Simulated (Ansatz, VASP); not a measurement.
# Two plane-wave programs on SiO2

```xyz
6
Lattice="-2.4633 2.4633 3.6421 2.4633 -2.4633 3.6421 2.4633 2.4633 -3.6421" Properties=species:S:1:pos:R:3 pbc="T T T"
Si    0.0000    0.0000    0.0000
Si    0.0000    2.4633    1.8210
O     1.2316    2.9520    2.7316
O     0.4887    1.2316    0.9105
O    -1.2316    1.9746    2.7316
O    -0.4887    3.6949    0.9105
```

Alike in both runs: task relaxation of cell and atoms; functional PBEsol; k mesh 8 × 8 × 8; no spin polarisation.

|  | VASP | Ansatz |
| --- | --- | --- |
| version | VASP 6.6.1 | Ansatz 0.2.0 |
| potentials or method | VASP PAW PBE potentials, release 64 (Si, O), cutoff 600 eV | scalar-relativistic, plane waves, PAW |
| occupations | gaussian, width 0.01 eV | fixed |
| valence electrons in the cell | 32 | 32 |

|  | VASP | Ansatz | Ansatz less VASP |
| --- | --- | --- | --- |
| gap on the k mesh at the Fermi level, each at its own relaxed structure (eV) | 5.80 | 5.81 | +0.015 |
| relaxed volume (Å³/atom) | 15.23 | 15.18 | -0.047 |
| relaxed cell length with the largest relative difference (Å) | 5.092 | 5.087 | -0.0055 |

VASP's potentials were made for PBE, not for PBEsol.
